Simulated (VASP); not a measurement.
# Ga15N15F (a cell with a defect) in VASP: notebook

Aim: see how the results for Ga15N15F (a cell with a defect) move with the level of theory and the settings. Levels: PBE, r2SCAN. Tasks: single point.

All numbers are computed with VASP 6.6.1; they aren't measurements. Logs are shortened: lines on timing, memory, paths and dates and some standing lists are left out, and cuts for length are marked.

## Step 1: The cell of the first run

The cell holds a defect, 31 atoms: a = 6.437 Å, b = 6.437 Å, c = 10.487 Å, α = 90.00°, β = 90.00°, γ = 120.00°.

## Step 2: Single point, PBE

INCAR

```
SYSTEM = Ga15N15F
PREC = Accurate ; ENCUT = 520
EDIFF = 1E-6 ; ISMEAR = 0
SIGMA = 0.01 ; LREAL = Auto
LASPH = .True. ; NELM = 120
ALGO = Normal ; ISIF = 2
LWAVE = .False. ; LCHARG = .True.
GGA = PE ; LELF = .True.
LVHAR = .True. ; NBANDS = 160
NELECT = 278.0 ; GGA_COMPAT = .False.
ISYM = -1
```

KPOINTS

```
explicit points
1
Reciprocal
  0.25000000   0.25000000   0.25000000 1
```

POSCAR

```
Ga15N15F
1.0
    6.4372426888      0.0000000007      0.0000000000
   -3.2186213488      5.5748157007      0.0000000000
    0.0000000000      0.0000000000     10.4870679900
Ga F N
15 1 15
Direct
    0.3410043142      0.1691273330      0.2340932624
    0.1335078328      0.3451118245      0.5046336689
    0.3463522689      0.1725101047      0.7454782177
    0.1668426546      0.3355001201      0.9989632889
    0.3394479289      0.6682542898      0.2508396823
    0.1400203726      0.7974691106      0.5047245179
    0.3403331991      0.6688054128      0.7492189470
    0.1670338388      0.8352696783      0.9985535509
    0.8355087290      0.1655745789      0.2558421344
    0.8300824380      0.1685787470      0.7479199627
    0.6706303639      0.3377945498      0.9956035519
    0.8361690709      0.6679407999      0.2561570193
    0.6766596248      0.8397606167      0.4997802251
    0.8307153159      0.6592756159      0.7475436474
    0.6694066051      0.8367910356      1.0010374206
    0.3270892329      0.1650662165      0.4278876180
    0.1709395329      0.3357236566      0.1889832006
    0.3328848104      0.1684756512      0.9404633538
    0.1689844484      0.3335133010      0.6885998874
    0.3381268716      0.6694009819      0.4394328618
    0.1708379281      0.8329900141      0.1886303353
    0.3353277162      0.6690142216      0.9383596215
    0.1702025887      0.8350797925      0.6897270642
    0.8336395291      0.1604455536      0.4357045446
    0.6743570352      0.3370757217      0.1872538932
    0.8364855454      0.1676321925      0.9403721998
    0.6712489523      0.3345591185      0.6996641909
    0.8424909610      0.6866883688      0.4348989449
    0.6687148602      0.8337605233      0.1879194077
    0.8365949474      0.6726959353      0.9403124810
    0.6710445366      0.8347419772      0.6898717736
```

Potentials or basis: VASP PAW PBE potentials, release 64 (Ga_d, F, N).

Launch:

```console
$ cat potpaw_PBE.64/Ga_d/POTCAR potpaw_PBE.64/F/POTCAR potpaw_PBE.64/N/POTCAR > POTCAR
$ mpirun -np 1 vasp_std > vasp.out
```

OUTCAR:

```text
SYSTEM = Ga15N15F
   PREC = Accurate
   ENCUT = 520
   EDIFF = 1E-6
   ISMEAR = 0
   LREAL = Auto
   LASPH = .True.
   NELM = 120
   ISIF = 2
   GGA = PE
   NELECT = 278.0
   ISYM = -1

 ion  position               nearest neighbor table
   1  0.341  0.169  0.234-  25 1.92  21 1.93  17 1.94  16 2.03
   2  0.134  0.345  0.505-  24 1.83  19 1.95  20 1.95  16 2.23   6 2.89
   3  0.346  0.173  0.745-  27 1.87  23 1.97  19 1.98  18 2.05
   4  0.167  0.336  0.999-  26 1.94  18 1.96  22 1.96  17 1.99
   5  0.339  0.668  0.251-  29 1.95  17 1.96  21 1.97  20 1.98
   6  0.140  0.797  0.505-  28 1.83  23 1.95  20 1.96  16 2.20   2 2.89
   7  0.340  0.669  0.749-  31 1.95  19 1.97  23 1.98  22 1.98
   8  0.167  0.835  0.999-  30 1.94  18 1.95  22 1.97  21 1.99
   9  0.836  0.166  0.256-  24 1.89  29 1.98  25 1.99  17 2.00
  10  0.830  0.169  0.748-  27 1.88  31 1.96  19 1.99  26 2.02
  11  0.671  0.338  0.996-  30 1.96  26 1.96  18 1.97  25 2.01
  12  0.836  0.668  0.256-  28 1.88  25 1.98  29 1.99  21 2.00
  13  0.677  0.840  0.500-  28 1.90  24 1.91  20 1.99  31 1.99
  14  0.831  0.659  0.748-  27 1.88  31 1.96  23 1.99  30 2.02
  15  0.669  0.837  0.001-  26 1.95  30 1.95  29 1.96  22 1.98
  16  0.327  0.165  0.428-   1 2.03   6 2.20   2 2.23
  17  0.171  0.336  0.189-   1 1.94   5 1.96   4 1.99   9 2.00
  18  0.333  0.168  0.940-   8 1.95   4 1.96  11 1.97   3 2.05
  19  0.169  0.334  0.689-   2 1.95   7 1.97   3 1.98  10 1.99
  20  0.338  0.669  0.439-   2 1.95   6 1.96   5 1.98  13 1.99
  21  0.171  0.833  0.189-   1 1.93   5 1.97   8 1.99  12 2.00
  22  0.335  0.669  0.938-   4 1.96   8 1.97  15 1.98   7 1.98
  23  0.170  0.835  0.690-   6 1.95   3 1.97   7 1.98  14 1.99
  24  0.834  0.160  0.436-   2 1.83   9 1.89  13 1.91
  25  0.674  0.337  0.187-   1 1.92  12 1.98   9 1.99  11 2.01
  26  0.836  0.168  0.940-   4 1.94  15 1.95  11 1.96  10 2.02
  27  0.671  0.335  0.700-   3 1.87  14 1.88  10 1.88
  28  0.842  0.687  0.435-   6 1.83  12 1.88  13 1.90
  29  0.669  0.834  0.188-   5 1.95  15 1.96   9 1.98  12 1.99
  30  0.837  0.673  0.940-   8 1.94  15 1.95  11 1.96  14 2.02
  31  0.671  0.835  0.690-   7 1.95  10 1.96  14 1.96  13 1.99

IMPORTANT INFORMATION: All symmetrisations will be switched off!
NOSYMM: (Re-)initialisation of all symmetry stuff for point group C_1.

----------------------------------------------------------------------------------------

                                     Primitive cell

  volume of cell :     376.3436

  direct lattice vectors                    reciprocal lattice vectors
     6.437242689  0.000000001  0.000000000     0.155346015  0.089689064  0.000000000
    -3.218621349  5.574815701  0.000000000    -0.000000000  0.179378127  0.000000000
     0.000000000  0.000000000 10.487067990     0.000000000  0.000000000  0.095355537

  length of vectors
     6.437242689  6.437242693 10.487067990     0.179378127  0.179378127  0.095355537

  position of ions in fractional coordinates (direct lattice)
     0.341004314  0.169127333  0.234093262
     0.133507833  0.345111825  0.504633669
     0.346352269  0.172510105  0.745478218
     0.166842655  0.335500120  0.998963289
     0.339447929  0.668254290  0.250839682
     0.140020373  0.797469111  0.504724518
[... 23 lines left out ...]
     0.836594947  0.672695935  0.940312481
     0.671044537  0.834741977  0.689871774

  ion indices of the primitive-cell ions
   primitive index   ion index
                 1           1
                 2           2
                 3           3
                 4           4
                 5           5
                 6           6
[... 23 lines left out ...]
                30          30
                31          31

----------------------------------------------------------------------------------------

 KPOINTS: explicit points

Read explicit list of k-points.

 Found      1 k-points:

 Following reciprocal coordinates:
            Coordinates               Weight
  0.250000  0.250000  0.250000      1.000000
   k-points           NKPTS =      1   k-points in BZ     NKDIM =      1   number of bands    NBANDS=    160
   number of dos      NEDOS =    301   number of ions     NIONS =     31
   total plane-waves  NPLWV = 184320
   dimension x,y,z NGX =    48 NGY =   48 NGZ =   80
   dimension x,y,z NGXF=    96 NGYF=   96 NGZF=  160
   ions per type =              15   1  15
   NGX,Y,Z   is equivalent  to a cutoff of  12.40, 12.40, 12.68 a.u.
   NGXF,Y,Z  is equivalent  to a cutoff of  24.79, 24.79, 25.36 a.u.
 SYSTEM =  Ga15N15F
   PREC   = accura    normal or accurate (medium, high low for compatibility)
   ISTART =      0    job   : 0-new  1-cont  2-samecut
   ICHARG =      2    charge: 1-file 2-atom 10-const
   ISPIN  =      1    spin polarized calculation?
   LNONCOLLINEAR =      F non collinear calculations
   LSORBIT =      F    spin-orbit coupling
   LASPH  =      T    aspherical Exc in radial PAW
   ENCUT  =  520.0 eV  38.22 Ry    6.18 a.u.  11.97 11.97 19.50*2*pi/ulx,y,z
   NELM   =    120;   NELMIN=  2; NELMDL= -5     # of ELM steps
   EDIFF  = 0.1E-05   stopping-criterion for ELM
   LREAL  =      T    real-space projection
   EDIFFG = 0.1E-04   stopping-criterion for IOM
   NSW    =      0    number of steps for IOM
   IBRION =     -1    ionic relax: 0-MD 1-quasi-New 2-CG
   NFREE  =      0    steps in history (QN), initial steepest desc. (CG)
   ISIF   =      2    stress and relaxation
   ISYM   =     -1    0-nonsym 1-usesym 2-fastsym
   POTIM  = 0.5000    time-step for ionic-motion
   TEBEG  =    0.0;   TEEND  =   0.0 temperature during run
   PSTRESS=    0.0 pullay stress
   NELECT =     278.0000    total number of electrons
   NUPDOWN=      -1.0000    fix difference up-down
   EMIN   =  10.00;   EMAX   =-10.00  energy-range for DOS
   EFERMI =   0.00;   METHOD = LEGACY
   ISMEAR =     0;   SIGMA  =   0.01  broadening in eV -4-tet -1-fermi 0-gaus
   EFERMI_NEDOS =   21; number of points for ismear=-14 and -15
   IALGO  =     38    algorithm
   IMIX   =      4    mixing-type and parameters
     AMIX     =   0.40;   BMIX     =  1.00
     AMIX_MAG =   1.60;   BMIX_MAG =  1.00
  volume/ion in A,a.u.               =      12.14        81.93
  Fermi-wavevector in a.u.,A,eV,Ry     =   1.479886  2.796579 29.797611  2.190063
  Thomas-Fermi vector in A             =   2.593988
   LORBIT       =      0    0 simple, 1 ext, 2 COOP (PROOUT), +10 PAW based schemes
   GGA     = PE    functional components
   LHFCALC =     F    Hartree Fock is set to
   AEXX    =    0.0000 exact exchange contribution
   IVDW    =     0    specifies the selected vdW correction
   LEPSILON=     F    determine dielectric tensor
   LRPA    =     F    only Hartree local field effects (RPA)
 non-spin polarized calculation
 Gauss-broadening in eV      SIGMA  =   0.01
  energy-cutoff  :      520.00
  volume of cell :      376.34
 maximum number of plane-waves:     10144
 NGX is ok and might be reduce to    48
   NGX = 23   NGY = 23   NGZ = 39

 number of electron     277.9999993 magnetization

 Free energy of the ion-electron system (eV)
  ---------------------------------------------------
  ext. energy  EPLUGINS =         0.00000000
  ---------------------------------------------------
  free energy    TOTEN  =      -181.86658576 eV

  energy without entropy =     -181.86658576  energy(sigma->0) =     -181.86658576

 E-fermi :   5.3018     XC(G=0): -11.2701

 val. band max:        5.2130707450   @ k =   0.2500   0.2500   0.2500
 cond. band min:       8.0758282763   @ k =   0.2500   0.2500   0.2500
 fundamental gap:      2.8627575314
 Fermi energy:         5.3018044691

 k-point     1 :       0.2500    0.2500    0.2500
  band No.  band energies     occupation
      1     -19.2048      2.00000
      2     -11.0432      2.00000
      3     -10.8645      2.00000
      4     -10.7871      2.00000
      5     -10.7524      2.00000
      6     -10.7138      2.00000
[... 143 lines left out ...]
    150      10.3876      0.00000
    151      10.5487      0.00000
 [bands above 151 left out]

------------------------ aborting loop because EDIFF is reached ----------------------------------------

  FORCE on cell =-STRESS in cart. coord.  units (eV):
  Direction    XX          YY          ZZ          XY          YZ          ZX
  --------------------------------------------------------------------------------------
  -------------------------------------------------------------------------------------
  Total       10.5603213      6.1933952     14.7195956     -6.5974945     -0.0531748     -0.4123331
  in kB       44.9576120     26.3666462     62.6645581    -28.0869862     -0.2263769     -1.7553929
  external PRESSURE =      44.6629388 kB  Pullay stress =       0.0000000 kB

 VOLUME and BASIS-vectors are now :
 -----------------------------------------------------------------------------
  energy-cutoff  :      520.00
  volume of cell :      376.34
      direct lattice vectors                 reciprocal lattice vectors
     6.437242689  0.000000001  0.000000000     0.155346015  0.089689064  0.000000000
    -3.218621349  5.574815701  0.000000000    -0.000000000  0.179378127  0.000000000
     0.000000000  0.000000000 10.487067990     0.000000000  0.000000000  0.095355537

 POSITION                                       TOTAL-FORCE (eV/Angst)
 -----------------------------------------------------------------------------------
      1.65077      0.94285      2.45495         0.001214     -0.001839     -0.034993
     -0.25136      1.92393      5.29213        -0.040421     -0.012211      0.000675
      1.67431      0.96171      7.81788         0.025959      0.010409     -0.002384
     -0.00584      1.87035     10.47620         0.007960     -0.006423      0.003016
      0.03425      3.72539      2.63057         0.002744      0.000047     -0.004702
     -1.66541      4.44574      5.29308        -0.034418     -0.049021      0.007778
[... 23 lines left out ...]
      3.22021      3.75016      9.86112        -0.000449      0.005114      0.007672
      1.63296      4.65353      7.23473         0.002495     -0.001096      0.003192
 -----------------------------------------------------------------------------------
    total drift:                               -0.005503     -0.004599     -0.000077

  FREE ENERGIE OF THE ION-ELECTRON SYSTEM (eV)
  ---------------------------------------------------
  free  energy   TOTEN  =      -181.8665857601 eV

  energy  without entropy=     -181.8665857601  energy(sigma->0) =     -181.86658576
```

Wall time 2.9 min (1 thread of Intel Xeon Platinum 8488C (Sapphire Rapids), shared host); peak memory 0.44 GiB.

Results:

```
Free energy   : -181.8666 eV
Largest force : 0.060 eV/Å
```

Forces on the atoms (eV/Å):
```
Ga   0.001 -0.002 -0.035
Ga  -0.040 -0.012  0.001
Ga   0.026  0.010 -0.002
Ga   0.008 -0.006  0.003
Ga   0.003  0.000 -0.005
Ga  -0.034 -0.049  0.008
Ga  -0.002  0.003  0.010
Ga  -0.003  0.008  0.002
Ga  -0.005 -0.001  0.022
Ga  -0.026  0.011 -0.014
Ga  -0.008 -0.006 -0.008
Ga  -0.001 -0.003  0.019
Ga   0.012  0.008 -0.004
Ga  -0.002 -0.021 -0.007
Ga   0.005  0.001  0.004
F    0.007  0.023  0.017
N   -0.004  0.004 -0.009
N   -0.006 -0.002 -0.001
N    0.003 -0.002  0.000
N    0.011  0.008  0.000
N    0.001 -0.001 -0.009
N    0.001 -0.001  0.002
N    0.001  0.007 -0.006
N    0.027  0.013  0.003
N    0.009  0.005 -0.003
N    0.005  0.000  0.010
N    0.000 -0.001  0.004
N    0.018  0.006 -0.002
N   -0.006 -0.004 -0.009
N    0.000  0.005  0.008
N    0.002 -0.001  0.003
```

Caveat: the cell carries a net charge on a neutralising background, which shifts energy and pressure; the cell is charged against a uniform background, so pressure and absolute levels hang on convention.

## Step 3: Single point, PBE

INCAR

```
ALGO = Normal ; EDIFF = 1E-6
ENCUT = 520 ; GGA = PE
GGA_COMPAT = False ; ISIF = 2
ISMEAR = 0 ; ISYM = -1
LASPH = True ; LCHARG = False
LREAL = Auto ; LWAVE = False
NBANDS = 160 ; NELECT = 276.0
NELM = 120 ; PREC = Accurate
SIGMA = 0.01
```

KPOINTS is that of step 2.

POSCAR

```
Ga15N15F
1.0
    6.4372426888      0.0000000007      0.0000000000
   -3.2186213488      5.5748157007      0.0000000000
    0.0000000000      0.0000000000     10.4870679900
Ga F N
15 1 15
Direct
    0.3382859515      0.1668202149      0.2312480426
    0.1456932991      0.3423865315      0.5073442882
    0.3449233858      0.1713366909      0.7477457431
    0.1666125936      0.3351356161      0.9980084130
    0.3356664378      0.6654741806      0.2476977431
    0.1510417234      0.8117418711      0.5069858309
    0.3356583219      0.6663166040      0.7534617805
    0.1669836827      0.8351662285      0.9978321710
    0.8343512601      0.1597631663      0.2489988339
    0.8352361013      0.1650886968      0.7496072741
    0.6716822403      0.3374985146      0.9976378183
    0.8350443815      0.6697639665      0.2490686078
    0.6487512990      0.8246842889      0.5091407716
    0.8359595239      0.6665964584      0.7501004423
    0.6654912831      0.8339194360      0.9984841484
    0.3250191563      0.1647778294      0.4341937260
    0.1689604014      0.3326855884      0.1887424926
    0.3361945207      0.1702573965      0.9398024439
    0.1706557778      0.3326888073      0.6891148424
    0.3263689800      0.6631175450      0.4380018377
    0.1686870235      0.8317727048      0.1891339820
    0.3321569000      0.6673555744      0.9394971751
    0.1717574673      0.8368962041      0.6896803697
    0.8443402662      0.1341005706      0.4330976216
    0.6742299023      0.3354709265      0.1915733450
    0.8343962067      0.1671723335      0.9393175189
    0.6767103368      0.3371794295      0.6984425097
    0.8499495611      0.7188307202      0.4321105104
    0.6648456046      0.8301403910      0.1858610350
    0.8352014570      0.6699736141      0.9398369183
    0.6661655242      0.8313229573      0.6928019251
```

Potentials or basis: VASP PAW PBE potentials, release 64 (Ga_d, F, N).

Launch:

```console
$ cat potpaw_PBE.64/Ga_d/POTCAR potpaw_PBE.64/F/POTCAR potpaw_PBE.64/N/POTCAR > POTCAR
$ mpirun -np 1 vasp_std > vasp.out
```

OUTCAR:

```text
EDIFF = 1E-6
   ENCUT = 520
   GGA = PE
   ISIF = 2
   ISMEAR = 0
   ISYM = -1
   LASPH = True
   LREAL = Auto
   NELECT = 276.0
   NELM = 120
   PREC = Accurate

 ion  position               nearest neighbor table
   1  0.338  0.167  0.231-  25 1.92  21 1.92  17 1.92  16 2.13
   2  0.146  0.342  0.507-  24 1.89  19 1.92  20 1.93  16 2.13
   3  0.345  0.171  0.748-  27 1.92  23 1.96  19 1.97  18 2.01
   4  0.167  0.335  0.998-  22 1.95  26 1.95  18 1.96  17 2.00
   5  0.336  0.665  0.248-  29 1.95  17 1.96  21 1.96  20 2.00
[... 356 lines left out ...]
  Total       -6.4770239    -12.7826056     -4.3027924     -3.7921390      0.8518246     -0.1171469
  in kB      -27.5741163    -54.4183652    -18.3179343    -16.1439702      3.6264048     -0.4987201
  external PRESSURE =     -33.4368052 kB  Pullay stress =       0.0000000 kB

 VOLUME and BASIS-vectors are now :
 -----------------------------------------------------------------------------
  energy-cutoff  :      520.00
  volume of cell :      376.34
      direct lattice vectors                 reciprocal lattice vectors
     6.437242689  0.000000001  0.000000000     0.155346015  0.089689064  0.000000000
    -3.218621349  5.574815701  0.000000000    -0.000000000  0.179378127  0.000000000
     0.000000000  0.000000000 10.487067990     0.000000000  0.000000000  0.095355537

 POSITION                                       TOTAL-FORCE (eV/Angst)
 -----------------------------------------------------------------------------------
      1.64070      0.92999      2.42511         0.000829      0.007668     -0.036696
     -0.16415      1.90874      5.32055        -0.021573      0.019304      0.026068
      1.66889      0.95517      7.84166        -0.001546     -0.001387     -0.009051
     -0.00615      1.86832     10.46618        -0.001357      0.007261     -0.005135
      0.01886      3.70990      2.59762        -0.001310      0.000484     -0.002622
     -1.64040      4.52531      5.31679        -0.006008     -0.043817      0.023162
[... 23 lines left out ...]
      3.22000      3.73498      9.85613         0.001712      0.000894      0.000665
      1.61256      4.63447      7.26546        -0.001053     -0.002063     -0.020284
 -----------------------------------------------------------------------------------
    total drift:                               -0.002795     -0.005853     -0.007423

  FREE ENERGIE OF THE ION-ELECTRON SYSTEM (eV)
  ---------------------------------------------------
  free  energy   TOTEN  =      -191.5032420451 eV

  energy  without entropy=     -191.5032420451  energy(sigma->0) =     -191.50324205
```

OSZICAR:

```text
N       E                     dE             d eps       ncg     rms          rms(c)
DAV:   1     0.482456312489E+04    0.48246E+04   -0.10532E+05   336   0.315E+03
DAV:   2     0.112057128313E+04   -0.37040E+04   -0.35125E+04   320   0.945E+02
DAV:   3    -0.465300285836E+02   -0.11671E+04   -0.11081E+04   392   0.323E+02
[... 16 lines left out ...]
DAV:  20    -0.191503233496E+03    0.21083E-04   -0.32066E-04   424   0.953E-02    0.197E-02
DAV:  21    -0.191503246385E+03   -0.12889E-04   -0.10742E-04   424   0.628E-02    0.241E-02
DAV:  22    -0.191503244431E+03    0.19542E-05   -0.10135E-05   312   0.276E-02    0.177E-02
DAV:  23    -0.191503241855E+03    0.25761E-05   -0.12073E-05   392   0.400E-02    0.601E-03
DAV:  24    -0.191503242045E+03   -0.19029E-06   -0.34332E-06   288   0.183E-02
   1 F= -.19150324E+03 E0= -.19150324E+03  d E =-.846733E-12
```

It took 3.3 min on 1 thread of Intel Xeon Platinum 8488C (Sapphire Rapids), shared host; peak memory 0.44 GiB.

What came out:

* Free energy: -191.5032 eV
* Largest force: 0.050 eV/Å

Forces on the atoms (eV/Å):
```
Ga   0.001  0.008 -0.037
Ga  -0.022  0.019  0.026
Ga  -0.002 -0.001 -0.009
Ga  -0.001  0.007 -0.005
Ga  -0.001  0.000 -0.003
Ga  -0.006 -0.044  0.023
Ga   0.004  0.002  0.003
Ga   0.001 -0.006 -0.006
Ga   0.005  0.001  0.006
Ga  -0.003  0.004 -0.008
Ga   0.002  0.001 -0.006
Ga   0.004  0.002  0.009
Ga   0.004  0.003  0.008
Ga   0.001 -0.005 -0.011
Ga  -0.001 -0.004 -0.003
F    0.014  0.020  0.003
N    0.007 -0.005  0.012
N    0.004  0.000  0.000
N   -0.002 -0.001 -0.009
N    0.006 -0.002  0.003
N   -0.001  0.000  0.010
N   -0.003 -0.001 -0.001
N    0.003  0.002 -0.009
N   -0.002 -0.010  0.000
N   -0.005  0.001  0.019
N   -0.002  0.000  0.002
N    0.005  0.001  0.008
N   -0.002  0.001 -0.001
N   -0.008  0.006 -0.003
N    0.002  0.001  0.001
N   -0.001 -0.002 -0.020
```

Caveat: the cell carries a net charge on a neutralising background, which shifts energy and pressure; the cell is charged against a uniform background, so pressure and absolute levels hang on convention.

(Continued in part 2 of 2.)
